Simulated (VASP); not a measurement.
# Sn (C2/m) in VASP: single point with PBE+D3(BJ)

Aim: the single point of Sn with PBE+D3(BJ).

All numbers are computed with VASP 6.6.1; they aren't measurements. Logs are shortened: lines on timing, memory, paths and dates and some standing lists are left out, and cuts for length are marked.

**1. The cell of the first run**

The typed cell holds 2 atoms: a = 3.633 Å, b = 3.633 Å, c = 5.394 Å, α = 109.61°, β = 109.61°, γ = 60.00°.

**2. Single point, PBE+D3(BJ)**

The input, INCAR:

```
ALGO = Normal ; EDIFF = 1E-6
ENCUT = 520 ; GGA = PE
ISIF = 2 ; ISMEAR = 0
IVDW = 12 ; LASPH = True
LCHARG = False ; LREAL = False
LWAVE = False ; NBANDS = 21
NELM = 60 ; PREC = Accurate
SIGMA = 0.1
```

The input, KPOINTS:

```
k-points
0
Gamma
  6 6 4
```

The input, POSCAR:

```
Sn
1.0
    3.1459352195     -1.8163160281     -0.0159038473
    3.1459352195      1.8163160281     -0.0159038473
   -2.0655903025      0.0000000000      4.9827912784
Sn
2
Direct
    0.8333715330      0.8333715330      0.0001140593
    0.1666284670      0.1666284670      0.9998859407
```

Potentials or basis: VASP PAW PBE potentials, release 64 (Sn_d).

The run is started by

```
$ cat potpaw_PBE.64/Sn_d/POTCAR > POTCAR
$ mpirun -np 1 vasp_std > vasp.out
```

OUTCAR:

```text
EDIFF = 1E-6
   ENCUT = 520
   GGA = PE
   ISIF = 2
   ISMEAR = 0
   IVDW = 12
   LASPH = True
   LREAL = False
   NELM = 60
   PREC = Accurate
 IVDW          = 12

 ion  position               nearest neighbor table
   1  0.833  0.833  0.000-   2 2.10   2 2.10   2 2.10
   2  0.167  0.167  1.000-   1 2.10   1 2.10   1 2.10

  LATTYP: Found a base centered monoclinic cell.
 ALAT       =     6.2919508382
 B/A-ratio  =     0.5773459058
 C/A-ratio  =     0.8572804235
 COS(beta)  =    -0.3876096551

  Lattice vectors:

 A1 = (   3.1459352195,  -1.8163160281,  -0.0159038473)
 A2 = (   3.1459352195,   1.8163160281,  -0.0159038473)
 A3 = (  -2.0655903025,   0.0000000000,   4.9827912784)

Analysis of symmetry for initial positions (statically):
=====================================================================
 Subroutine PRICEL returns:
 Original cell was already a primitive cell.

 Routine SETGRP: Setting up the symmetry group for a
 base centered monoclinic supercell.

 Subroutine GETGRP returns: Found  4 space group operations
 (whereof  4 operations were pure point group operations)
 out of a pool of  4 trial point group operations.

The static configuration has the point symmetry C_2h.

Analysis of symmetry for dynamics (positions and initial velocities):
=====================================================================
 Subroutine PRICEL returns:
 Original cell was already a primitive cell.

 Routine SETGRP: Setting up the symmetry group for a
 base centered monoclinic supercell.

 Subroutine GETGRP returns: Found  4 space group operations
 (whereof  4 operations were pure point group operations)
 out of a pool of  4 trial point group operations.

The dynamic configuration has the point symmetry C_2h.

 Subroutine INISYM returns: Found  4 space group operations
 (whereof  4 operations are pure point group operations),
 and found     1 'primitive' translations

----------------------------------------------------------------------------------------

                                     Primitive cell

  volume of cell :      56.8241

  direct lattice vectors                    reciprocal lattice vectors
     3.145935220 -1.816316028 -0.015903847     0.159269026 -0.275282491  0.066024149
     3.145935220  1.816316028 -0.015903847     0.159269026  0.275282491  0.066024149
    -2.065590302  0.000000000  4.982791278     0.001016695  0.000000000  0.201112192

  length of vectors
     3.632652647  3.632652647  5.393966279     0.324817273  0.324817273  0.201114762

  position of ions in fractional coordinates (direct lattice)
     0.833371533  0.833371533  0.000114059
     0.166628467  0.166628467  0.999885941

  ion indices of the primitive-cell ions
   primitive index   ion index
                 1           1
                 2           2

----------------------------------------------------------------------------------------

 KPOINTS: k-points

Automatic generation of k-mesh.
 Grid dimensions read from file:
 generate k-points for:    6    6    4

 Generating k-lattice:

  Cartesian coordinates                     Fractional coordinates (reciprocal lattice)
     0.026544838 -0.045880415  0.011004025     0.166666667 -0.000000000  0.000000000
     0.026544838  0.045880415  0.011004025    -0.000000000  0.166666667  0.000000000
     0.000254174  0.000000000  0.050278048     0.000000000  0.000000000  0.250000000

  Length of vectors
     0.054136212  0.054136212  0.050278690

  Shift w.r.t. Gamma in fractional coordinates (k-lattice)
     0.000000000  0.000000000  0.000000000

 Subroutine IBZKPT returns following result:
 ===========================================

 Found     47 irreducible k-points:

 Following reciprocal coordinates:
            Coordinates               Weight
  0.000000  0.000000  0.000000      1.000000
  0.166667  0.000000  0.000000      4.000000
  0.333333  0.000000 -0.000000      4.000000
  0.500000  0.000000  0.000000      2.000000
  0.166667  0.166667  0.000000      2.000000
  0.333333  0.166667  0.000000      4.000000
[... 16 lines left out ...]
 -0.333333  0.166667  0.250000      4.000000
 -0.166667  0.166667  0.250000      4.000000
 [... further k-points ...]
   k-points           NKPTS =     47   k-points in BZ     NKDIM =     47   number of bands    NBANDS=     21
   number of dos      NEDOS =    301   number of ions     NIONS =      2
   total plane-waves  NPLWV =  31360
   dimension x,y,z NGX =    28 NGY =   28 NGZ =   40
   dimension x,y,z NGXF=    56 NGYF=   56 NGZF=   80
   ions per type =               2
   NGX,Y,Z   is equivalent  to a cutoff of  12.81, 12.81, 12.33 a.u.
   NGXF,Y,Z  is equivalent  to a cutoff of  25.63, 25.63, 24.66 a.u.
 SYSTEM =  unknown system
   PREC   = accura    normal or accurate (medium, high low for compatibility)
   ISTART =      0    job   : 0-new  1-cont  2-samecut
   ICHARG =      2    charge: 1-file 2-atom 10-const
   ISPIN  =      1    spin polarized calculation?
   LNONCOLLINEAR =      F non collinear calculations
   LSORBIT =      F    spin-orbit coupling
   LASPH  =      T    aspherical Exc in radial PAW
   ENCUT  =  520.0 eV  38.22 Ry    6.18 a.u.   6.75  6.75 10.03*2*pi/ulx,y,z
   NELM   =     60;   NELMIN=  2; NELMDL= -5     # of ELM steps
   EDIFF  = 0.1E-05   stopping-criterion for ELM
   LREAL  =      F    real-space projection
   EDIFFG = 0.1E-04   stopping-criterion for IOM
   NSW    =      0    number of steps for IOM
   IBRION =     -1    ionic relax: 0-MD 1-quasi-New 2-CG
   NFREE  =      0    steps in history (QN), initial steepest desc. (CG)
   ISIF   =      2    stress and relaxation
   ISYM   =      2    0-nonsym 1-usesym 2-fastsym
   POTIM  = 0.5000    time-step for ionic-motion
   TEBEG  =    0.0;   TEEND  =   0.0 temperature during run
   PSTRESS=    0.0 pullay stress
   NELECT =      28.0000    total number of electrons
   NUPDOWN=      -1.0000    fix difference up-down
   EMIN   =  10.00;   EMAX   =-10.00  energy-range for DOS
   EFERMI =   0.00;   METHOD = LEGACY
   ISMEAR =     0;   SIGMA  =   0.10  broadening in eV -4-tet -1-fermi 0-gaus
   EFERMI_NEDOS =   21; number of points for ismear=-14 and -15
   IALGO  =     38    algorithm
   IMIX   =      4    mixing-type and parameters
     AMIX     =   0.40;   BMIX     =  1.00
     AMIX_MAG =   1.60;   BMIX_MAG =  1.00
  volume/ion in A,a.u.               =      28.41       191.73
  Fermi-wavevector in a.u.,A,eV,Ry     =   1.293054  2.443517 22.748778  1.671988
  Thomas-Fermi vector in A             =   2.424723
   LORBIT       =      0    0 simple, 1 ext, 2 COOP (PROOUT), +10 PAW based schemes
   GGA     = PE    functional components
   LHFCALC =     F    Hartree Fock is set to
   AEXX    =    0.0000 exact exchange contribution
   IVDW    =    12    specifies the selected vdW correction
   LEPSILON=     F    determine dielectric tensor
   LRPA    =     F    only Hartree local field effects (RPA)
 non-spin polarized calculation
 Gauss-broadening in eV      SIGMA  =   0.10
  energy-cutoff  :      520.00
  volume of cell :       56.82
 maximum number of plane-waves:      1544
   NGX = 13   NGY = 13   NGZ = 21

 number of electron      28.0000002 magnetization

 Free energy of the ion-electron system (eV)
  ---------------------------------------------------
  ext. energy  EPLUGINS =         0.00000000
  ---------------------------------------------------
  free energy    TOTEN  =         4.38893951 eV

  energy without entropy =        4.38914054  energy(sigma->0) =        4.38904003

 E-fermi :   7.8544     XC(G=0):  -9.0873

 val. band max:        7.6779373428   @ k =  -0.3333   0.3333   0.5000
 cond. band min:       8.0117728684   @ k =   0.5000   0.0000   0.5000
 fundamental gap:      0.3338355256
 Fermi energy:         7.8544363963

 k-point     1 :       0.0000    0.0000    0.0000
  band No.  band energies     occupation
      1     -16.7309      2.00000
      2     -16.4688      2.00000
      3     -16.4687      2.00000
      4     -16.0576      2.00000
      5     -16.0576      2.00000
      6     -15.4466      2.00000
[... 13 lines left out ...]
     20      16.2136      0.00000
     21      18.9527      0.00000

 k-point     2 :       0.1667    0.0000    0.0000
  band No.  band energies     occupation
      1     -16.9326      2.00000
      2     -16.8427      2.00000
      3     -16.6037      2.00000
      4     -16.1030      2.00000
      5     -16.0026      2.00000
      6     -15.0492      2.00000
[... 13 lines left out ...]
     20      16.6772      0.00000
     21      17.3217      0.00000

 k-point     3 :       0.3333    0.0000   -0.0000
  band No.  band energies     occupation
      1     -17.3861      2.00000
      2     -17.2737      2.00000
      3     -16.5227      2.00000
      4     -16.1864      2.00000
      5     -15.8716      2.00000
      6     -14.8133      2.00000
[... 13 lines left out ...]
     20      16.7377      0.00000
     21      18.3058      0.00000

 k-point     4 :       0.5000    0.0000    0.0000
  band No.  band energies     occupation
      1     -17.5666      2.00000
      2     -17.4334      2.00000
      3     -16.4724      2.00000
      4     -16.2251      2.00000
      5     -15.7880      2.00000
      6     -14.9274      2.00000
[... 13 lines left out ...]
     20      15.9088      0.00000
     21      20.7694      0.00000

 k-point     5 :       0.1667    0.1667    0.0000
  band No.  band energies     occupation
      1     -16.9326      2.00000
      2     -16.8427      2.00000
      3     -16.6037      2.00000
      4     -16.1029      2.00000
      5     -16.0027      2.00000
      6     -15.0493      2.00000
[... 13 lines left out ...]
     20      16.9179      0.00000
     21      17.6199      0.00000

 k-point     6 :       0.3333    0.1667    0.0000
  band No.  band energies     occupation
      1     -17.4298      2.00000
      2     -16.9512      2.00000
      3     -16.6270      2.00000
      4     -16.1862      2.00000
      5     -15.8781      2.00000
      6     -14.7869      2.00000
[... 13 lines left out ...]
     20      18.1958      0.00000
     21      19.7303      0.00000

 k-point     7 :       0.5000    0.1667   -0.0000
  band No.  band energies     occupation
      1     -17.7856      2.00000
      2     -17.0824      2.00000
      3     -16.5834      2.00000
      4     -16.2696      2.00000
      5     -15.6857      2.00000
      6     -15.0195      2.00000
[... 13 lines left out ...]
     20      17.7965      0.00000
     21      18.9594      0.00000
[... 291 lines left out ...]
      1     -16.9325      2.00000
      2     -16.8428      2.00000
      3     -16.6035      2.00000
      4     -16.1028      2.00000
      5     -16.0026      2.00000
      6     -15.0492      2.00000
[... 13 lines left out ...]
     20      16.9407      0.00000
     21      17.5909      0.00000

 k-point    21 :       0.3333    0.1667    0.2500
  band No.  band energies     occupation
      1     -17.4298      2.00000
      2     -16.9513      2.00000
      3     -16.6268      2.00000
      4     -16.1860      2.00000
      5     -15.8779      2.00000
      6     -14.7872      2.00000
[... 13 lines left out ...]
     20      17.1022      0.00000
     21      17.7278      0.00000

 k-point    22 :       0.5000    0.1667    0.2500
  band No.  band energies     occupation
      1     -17.7856      2.00000
      2     -17.0824      2.00000
      3     -16.5833      2.00000
      4     -16.2694      2.00000
      5     -15.6857      2.00000
      6     -15.0197      2.00000
[... 13 lines left out ...]
     20      17.4799      0.00000
     21      17.7025      0.00000

 k-point    23 :      -0.3333    0.1667    0.2500
  band No.  band energies     occupation
      1     -17.7856      2.00000
      2     -17.0824      2.00000
      3     -16.5833      2.00000
      4     -16.2695      2.00000
      5     -15.6859      2.00000
      6     -15.0195      2.00000
[... 13 lines left out ...]
     20      17.5320      0.00000
     21      19.2797      0.00000

 k-point    24 :      -0.1667    0.1667    0.2500
  band No.  band energies     occupation
      1     -17.4298      2.00000
      2     -16.9513      2.00000
      3     -16.6269      2.00000
      4     -16.1861      2.00000
      5     -15.8780      2.00000
      6     -14.7870      2.00000
[... 13 lines left out ...]
     20      17.6545      0.00000
     21      19.6972      0.00000

 [... further k-points ...]

------------------------ aborting loop because EDIFF is reached ----------------------------------------

 Edisp (eV)   -0.70821

 E8    (eV) :    -0.3364

  FORCE on cell =-STRESS in cart. coord.  units (eV):
  Direction    XX          YY          ZZ          XY          YZ          ZX
  --------------------------------------------------------------------------------------
  -------------------------------------------------------------------------------------
  Total      54.44873    54.45204    -0.94166     0.00000     0.00000    -0.27943
  in kB    1535.20207  1535.29547   -26.55040     0.00000     0.00000    -7.87873
  external pressure =     1014.65 kB  Pullay stress =        0.00 kB

 VOLUME and BASIS-vectors are now :
 -----------------------------------------------------------------------------
  energy-cutoff  :      520.00
  volume of cell :       56.82
      direct lattice vectors                 reciprocal lattice vectors
     3.145935220 -1.816316028 -0.015903847     0.159269026 -0.275282491  0.066024149
     3.145935220  1.816316028 -0.015903847     0.159269026  0.275282491  0.066024149
    -2.065590302  0.000000000  4.982791278     0.001016695  0.000000000  0.201112192

 POSITION                                       TOTAL-FORCE (eV/Angst)
 -----------------------------------------------------------------------------------
      5.24323      0.00000     -0.02594         0.000333      0.000000      0.015071
     -1.01695      0.00000      4.97692        -0.000333      0.000000     -0.015071
 -----------------------------------------------------------------------------------
    total drift:                                0.000000     -0.000000     -0.000000

  FREE ENERGIE OF THE ION-ELECTRON SYSTEM (eV)
  ---------------------------------------------------
  free  energy   TOTEN  =         3.6807284612 eV

  energy  without entropy=        3.6809294890  energy(sigma->0) =        3.68082898
```

It took 19 s on 1 thread of Intel Xeon 6975P-C (Granite Rapids), shared host; peak memory 0.2 GiB.

Results:

```yaml
Free_energy: 3.6807 eV
Pressure: 101.5 GPa
Largest_force: 0.015 eV/Å
Band_gap_on_the_k_mesh: zero (band 14 reaches 8.42 eV, above the bottom of band 15 at 7.66 eV)
Dispersion_energy_per_atom: -0.354 eV
```

Forces on the atoms (eV/Å):
```
Sn   0.000  0.000  0.015
Sn   0.000  0.000 -0.015
```

Caveat: spin-orbit coupling is left out, which moves the levels of the heavy elements; pairwise dispersion overbinds metals, which lowers pressure and volume.
